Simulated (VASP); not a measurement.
# AlCo (Pm-3m) in VASP: notebook, part 2 of 3

VASP 6.6.1. The steps go on from the part before.

## Step 4: Single point, PBE, collinear spin, ferromagnetic start

INCAR

```
SYSTEM = AlCo
PREC = Accurate ; ENCUT = 520
EDIFF = 1E-6 ; ISMEAR = -1
SIGMA = 0.05 ; LREAL = .FALSE.
LASPH = .TRUE. ; NELM = 150
ALGO = Normal ; ISIF = 2
LWAVE = .FALSE. ; LCHARG = .FALSE.
ISPIN = 2 ; MAGMOM = 1.5 0
LORBIT = 11 ; NUPDOWN = 1.5
LMAXMIX = 4 ; GGA = PE
NBANDS = 17
```

KPOINTS

```
Automatic mesh
0
G
  8 8 8
  0 0 0
```

POSCAR

```
AlCo
1.0
    2.8194032100      0.0000000000      0.0000000000
    0.0000000000      2.8194032100      0.0000000000
    0.0000000000      0.0000000000      2.8194032100
Co Al
1 1
Direct
    0.5000000000      0.5000000000      0.5000000000
    0.0000000000      0.0000000000      0.0000000000
```

Potentials or basis: VASP PAW PBE potentials, release 64 (Co, Al).

On the command line:

```
cat potpaw_PBE.64/Co/POTCAR potpaw_PBE.64/Al/POTCAR > POTCAR
mpirun -np 1 vasp_std > vasp.out
```

OUTCAR:

```text
SYSTEM = AlCo
   PREC = Accurate
   ENCUT = 520
   EDIFF = 1E-6
   ISMEAR = -1
   LREAL = .FALSE.
   LASPH = .TRUE.
   NELM = 150
   ISIF = 2
   ISPIN = 2
   LORBIT = 11
   NUPDOWN = 1.5
   GGA = PE

 ion  position               nearest neighbor table
   1  0.500  0.500  0.500-   2 2.44   2 2.44   2 2.44   2 2.44   2 2.44   2 2.44   2 2.44   2 2.44

   2  0.000  0.000  0.000-   1 2.44   1 2.44   1 2.44   1 2.44   1 2.44   1 2.44   1 2.44   1 2.44

  LATTYP: Found a simple cubic cell.
 ALAT       =     2.8194032100

  Lattice vectors:

 A1 = (   2.8194032100,   0.0000000000,   0.0000000000)
 A2 = (   0.0000000000,   2.8194032100,   0.0000000000)
 A3 = (   0.0000000000,   0.0000000000,   2.8194032100)

Analysis of symmetry for initial positions (statically):
=====================================================================
 Subroutine PRICEL returns:
 Original cell was already a primitive cell.

 Routine SETGRP: Setting up the symmetry group for a
 simple cubic supercell.

 Subroutine GETGRP returns: Found 48 space group operations
 (whereof 48 operations were pure point group operations)
 out of a pool of 48 trial point group operations.

The static configuration has the point symmetry O_h .

Analysis of symmetry for dynamics (positions and initial velocities):
=====================================================================
 Subroutine PRICEL returns:
 Original cell was already a primitive cell.

 Routine SETGRP: Setting up the symmetry group for a
 simple cubic supercell.

 Subroutine GETGRP returns: Found 48 space group operations
 (whereof 48 operations were pure point group operations)
 out of a pool of 48 trial point group operations.

The dynamic configuration has the point symmetry O_h .

Analysis of structural, dynamic, and magnetic symmetry:
=====================================================================
 Subroutine PRICEL returns:
 Original cell was already a primitive cell.

 Routine SETGRP: Setting up the symmetry group for a
 simple cubic supercell.

 Subroutine GETGRP returns: Found 48 space group operations
 (whereof 48 operations were pure point group operations)
 out of a pool of 48 trial point group operations.

The overall configuration has the point symmetry O_h .

 Subroutine INISYM returns: Found 48 space group operations
 (whereof 48 operations are pure point group operations),
 and found     1 'primitive' translations

----------------------------------------------------------------------------------------

                                     Primitive cell

  volume of cell :      22.4115

  direct lattice vectors                    reciprocal lattice vectors
     2.819403210  0.000000000  0.000000000     0.354684990  0.000000000  0.000000000
     0.000000000  2.819403210  0.000000000     0.000000000  0.354684990  0.000000000
     0.000000000  0.000000000  2.819403210     0.000000000  0.000000000  0.354684990

  length of vectors
     2.819403210  2.819403210  2.819403210     0.354684990  0.354684990  0.354684990

  position of ions in fractional coordinates (direct lattice)
     0.500000000  0.500000000  0.500000000
     0.000000000  0.000000000  0.000000000

  ion indices of the primitive-cell ions
   primitive index   ion index
                 1           1
                 2           2

----------------------------------------------------------------------------------------

[... 61 lines left out ...]
   ISTART =      0    job   : 0-new  1-cont  2-samecut
   ICHARG =      2    charge: 1-file 2-atom 10-const
   ISPIN  =      2    spin polarized calculation?
   LNONCOLLINEAR =      F non collinear calculations
   LSORBIT =      F    spin-orbit coupling
   LASPH  =      T    aspherical Exc in radial PAW
   ENCUT  =  520.0 eV  38.22 Ry    6.18 a.u.   5.24  5.24  5.24*2*pi/ulx,y,z
   NELM   =    150;   NELMIN=  2; NELMDL= -5     # of ELM steps
   EDIFF  = 0.1E-05   stopping-criterion for ELM
   LREAL  =      F    real-space projection
   EDIFFG = 0.1E-04   stopping-criterion for IOM
   NSW    =      0    number of steps for IOM
   IBRION =     -1    ionic relax: 0-MD 1-quasi-New 2-CG
   NFREE  =      0    steps in history (QN), initial steepest desc. (CG)
   ISIF   =      2    stress and relaxation
   ISYM   =      2    0-nonsym 1-usesym 2-fastsym
   POTIM  = 0.5000    time-step for ionic-motion
   TEBEG  =    0.0;   TEEND  =   0.0 temperature during run
   PSTRESS=    0.0 pullay stress
   NELECT =      12.0000    total number of electrons
   NUPDOWN=       1.5000    fix difference up-down
   EMIN   =  10.00;   EMAX   =-10.00  energy-range for DOS
   EFERMI =   0.00;   METHOD = LEGACY
   ISMEAR =    -1;   SIGMA  =   0.05  broadening in eV -4-tet -1-fermi 0-gaus
   EFERMI_NEDOS =   21; number of points for ismear=-14 and -15
   IALGO  =     38    algorithm
   IMIX   =      4    mixing-type and parameters
     AMIX     =   0.40;   BMIX     =  1.00
     AMIX_MAG =   1.60;   BMIX_MAG =  1.00
  volume/ion in A,a.u.               =      11.21        75.62
  Fermi-wavevector in a.u.,A,eV,Ry     =   1.329366  2.512138 24.044423  1.767215
  Thomas-Fermi vector in A             =   2.458534
   LORBIT       =     11    0 simple, 1 ext, 2 COOP (PROOUT), +10 PAW based schemes
   GGA     = PE    functional components
   LHFCALC =     F    Hartree Fock is set to
   AEXX    =    0.0000 exact exchange contribution
   IVDW    =     0    specifies the selected vdW correction
   LEPSILON=     F    determine dielectric tensor
   LRPA    =     F    only Hartree local field effects (RPA)
 spin polarized calculation
  energy-cutoff  :      520.00
  volume of cell :       22.41
 maximum number of plane-waves:       624
 NGX is ok and might be reduce to    24
   NGX = 11   NGY = 11   NGZ = 11

 number of electron      11.9999995 magnetization       1.4999998

 Free energy of the ion-electron system (eV)
  ---------------------------------------------------
  ext. energy  EPLUGINS =         0.00000000
  ---------------------------------------------------
  free energy    TOTEN  =       -11.33490963 eV

  energy without entropy =      -11.31589584  energy(sigma->0) =      -11.32540273

 E-fermi :  10.2556     XC(G=0): -12.4308

 val. band max:       12.1180868095   @ k =   0.2500   0.0000   0.0000
 cond. band min:      10.3062736736   @ k =   0.3750   0.1250   0.1250
 fundamental gap:     -1.8118131359
 Fermi energy:        12.2509113438

 spin component 1

 k-point     1 :       0.0000    0.0000    0.0000
  band No.  band energies     occupation
      1      -0.3607      1.00000
      2       7.1265      1.00000
      3       7.1265      1.00000
      4       9.3312      1.00000
      5       9.3312      1.00000
      6       9.3312      1.00000
[... 459 lines left out ...]
      6       9.3981      1.00000
[... 9 lines left out ...]
     16      32.8504      0.00000
     17      36.0240      0.00000

 [... further k-points ...]

 spin component 2

 k-point     1 :       0.0000    0.0000    0.0000
  band No.  band energies     occupation
      1      -0.1691      1.00000
      2       8.3979      1.00000
      3       8.3979      1.00000
      4      10.5004      0.00743
      5      10.5004      0.00743
      6      10.5004      0.00743
[... 459 lines left out ...]
      6      10.2297      0.62694
[... 9 lines left out ...]
     16      33.0220      0.00000
     17      36.0979      0.00000

 [... further k-points ...]
[... 5 lines left out ...]
  --------------------------------------------------------------------------------------
  -------------------------------------------------------------------------------------
  Total        2.5895208      2.5895208      2.5895208     -0.0000000     -0.0000000      0.0000000
  in kB      185.1221662    185.1221662    185.1221662     -0.0000000     -0.0000000      0.0000000
  external PRESSURE =     185.1221662 kB  Pullay stress =       0.0000000 kB

 VOLUME and BASIS-vectors are now :
 -----------------------------------------------------------------------------
  energy-cutoff  :      520.00
  volume of cell :       22.41
      direct lattice vectors                 reciprocal lattice vectors
     2.819403210  0.000000000  0.000000000     0.354684990  0.000000000  0.000000000
     0.000000000  2.819403210  0.000000000     0.000000000  0.354684990  0.000000000
     0.000000000  0.000000000  2.819403210     0.000000000  0.000000000  0.354684990

 POSITION                                       TOTAL-FORCE (eV/Angst)
 -----------------------------------------------------------------------------------
      1.40970      1.40970      1.40970         0.000000      0.000000      0.000000
      0.00000      0.00000      0.00000         0.000000      0.000000      0.000000
 -----------------------------------------------------------------------------------
    total drift:                                0.000000     -0.000000     -0.000000

  FREE ENERGIE OF THE ION-ELECTRON SYSTEM (eV)
  ---------------------------------------------------
  free  energy   TOTEN  =       -11.3349096280 eV

  energy  without entropy=      -11.3158958397  energy(sigma->0) =      -11.32540273

 total charge

# of ion       s       p       d       tot
------------------------------------------
    1        0.470   0.565   7.435   8.471
    2        0.398   0.464   0.000   0.862
--------------------------------------------------
tot          0.868   1.030   7.435   9.333

 magnetization (x)

# of ion       s       p       d       tot
------------------------------------------
    1        0.026   0.069   1.311   1.405
    2       -0.003   0.017   0.000   0.014
--------------------------------------------------
tot          0.023   0.086   1.311   1.420
```

OSZICAR:

```text
N       E                     dE             d eps       ncg     rms          rms(c)
DAV:   1     0.385512706627E+02    0.38551E+02   -0.46606E+03  2436   0.701E+02
DAV:   2    -0.108664983315E+02   -0.49418E+02   -0.43780E+02  2691   0.150E+02
DAV:   3    -0.130108508394E+02   -0.21444E+01   -0.20934E+01  2885   0.332E+01
DAV:   4    -0.130415147471E+02   -0.30664E-01   -0.30641E-01  2884   0.358E+00
DAV:   5    -0.130423642995E+02   -0.84955E-03   -0.84951E-03  2918   0.630E-01    0.129E+01
DAV:   6    -0.141984401679E+02   -0.11561E+01   -0.36601E+01  2717   0.714E+01    0.150E+01
DAV:   7    -0.113512901151E+02    0.28472E+01   -0.15605E+01  2768   0.431E+01    0.293E+00
DAV:   8    -0.113534793624E+02   -0.21892E-02   -0.98130E-02  2927   0.215E+00    0.136E+00
DAV:   9    -0.113389072138E+02    0.14572E-01   -0.13992E-02  3261   0.129E+00    0.572E-01
DAV:  10    -0.113349694698E+02    0.39377E-02   -0.69447E-03  3321   0.840E-01    0.146E-01
DAV:  11    -0.113349100463E+02    0.59424E-04   -0.21556E-04  2891   0.157E-01    0.909E-02
DAV:  12    -0.113349111770E+02   -0.11307E-05   -0.81950E-06  2968   0.237E-02    0.474E-02
DAV:  13    -0.113349093841E+02    0.17929E-05   -0.66485E-06  2719   0.196E-02    0.752E-03
DAV:  14    -0.113349096280E+02   -0.24388E-06   -0.39444E-07  1300   0.574E-03
   1 F= -.11334910E+02 E0= -.11325403E+02  d E =-.190138E-01  mag=     1.5000
```

Run time: 22 s. Hardware: 1 thread of Intel Xeon Platinum 8488C (Sapphire Rapids), shared host; peak memory 0.16 GiB.

Results:

```yaml
Free_energy: -11.3349 eV
Pressure: 18.5 GPa
Net_moment: 1.50 μB per cell
Site_moments: Co +1.41; Al +0.01 μB
Valence_electrons_inside_the_program's_atomic_spheres: Co 8.47; Al 0.86
```

Caveat: the total moment is fixed, so each spin has its own Fermi level.

## Step 5: Single point, PBE, collinear spin, ferromagnetic start

INCAR

```
SYSTEM = AlCo
ALGO = Normal
EDIFF = 1E-7
ENCUT = 520
GGA = PE
ISIF = 2
ISMEAR = -1
ISPIN = 2
LASPH = .True.
LCHARG = .True.
LELF = .True.
LMAXMIX = 4
LORBIT = 11
LREAL = .False.
LVHAR = .True.
LWAVE = .False.
MAGMOM = 2 0
NBANDS = 17
NELM = 150
NUPDOWN = 2.0
PREC = Accurate
SIGMA = 0.05
```

KPOINTS

```
k-points
0
Gamma
  8 8 8
  0 0 0
```

POSCAR is that of step 4.

Potentials or basis: VASP PAW PBE potentials, release 64 (Co, Al).

On the command line:

```
cat potpaw_PBE.64/Co/POTCAR potpaw_PBE.64/Al/POTCAR > POTCAR
mpirun -np 1 vasp_std > vasp.out
```

OUTCAR:

```text
SYSTEM = AlCo
   EDIFF = 1E-7
   ENCUT = 520
   GGA = PE
   ISIF = 2
   ISMEAR = -1
   ISPIN = 2
   LASPH = .True.
   LORBIT = 11
   LREAL = .False.
   NELM = 150
   NUPDOWN = 2.0
   PREC = Accurate

 ion  position               nearest neighbor table
   1  0.500  0.500  0.500-   2 2.44   2 2.44   2 2.44   2 2.44   2 2.44   2 2.44   2 2.44   2 2.44

   2  0.000  0.000  0.000-   1 2.44   1 2.44   1 2.44   1 2.44   1 2.44   1 2.44   1 2.44   1 2.44

  LATTYP: Found a simple cubic cell.
 ALAT       =     2.8194032100

  Lattice vectors:

 A1 = (   2.8194032100,   0.0000000000,   0.0000000000)
 A2 = (   0.0000000000,   2.8194032100,   0.0000000000)
 A3 = (   0.0000000000,   0.0000000000,   2.8194032100)

[... 1174 lines left out ...]
 -----------------------------------------------------------------------------
  energy-cutoff  :      520.00
  volume of cell :       22.41
      direct lattice vectors                 reciprocal lattice vectors
     2.819403210  0.000000000  0.000000000     0.354684990  0.000000000  0.000000000
     0.000000000  2.819403210  0.000000000     0.000000000  0.354684990  0.000000000
     0.000000000  0.000000000  2.819403210     0.000000000  0.000000000  0.354684990

 POSITION                                       TOTAL-FORCE (eV/Angst)
 -----------------------------------------------------------------------------------
      1.40970      1.40970      1.40970         0.000000      0.000000      0.000000
      0.00000      0.00000      0.00000         0.000000      0.000000      0.000000
 -----------------------------------------------------------------------------------
    total drift:                                0.000000     -0.000000     -0.000000

  FREE ENERGIE OF THE ION-ELECTRON SYSTEM (eV)
  ---------------------------------------------------
  free  energy   TOTEN  =       -10.7137667100 eV

  energy  without entropy=      -10.6933677701  energy(sigma->0) =      -10.70356724

 total charge

# of ion       s       p       d       tot
------------------------------------------
    1        0.485   0.596   7.357   8.439
    2        0.397   0.472   0.000   0.869
--------------------------------------------------
tot          0.882   1.068   7.357   9.308

 magnetization (x)

# of ion       s       p       d       tot
------------------------------------------
    1        0.046   0.123   1.596   1.764
    2        0.000   0.042   0.000   0.043
--------------------------------------------------
tot          0.046   0.165   1.596   1.807
```

stdout:

```text
POSCAR found type information on POSCAR CoAl
 POSCAR found :  2 types and       2 ions
 scaLAPACK will be used
 LDA part: xc-table for (Slater+PW92), standard interpolation
 POSCAR, INCAR and KPOINTS ok, starting setup
 FFT: planning ... GRIDC
 FFT: planning ... GRID_SOFT
 FFT: planning ... GRID
 WAVECAR not read
 entering main loop
```

Wall time 24 s (1 thread of Intel Xeon Platinum 8488C (Sapphire Rapids), shared host); peak memory 0.16 GiB.

What came out:

- Free energy: -10.7138 eV
- Pressure: 25.2 GPa
- Net moment: 2.00 μB per cell
- Site moments: Co +1.76; Al +0.04 μB
- Valence electrons inside the program's atomic spheres: Co 8.44; Al 0.87

Caveat: the total moment is fixed, so each spin has its own Fermi level.

(Part 2 of 3 ends here.)
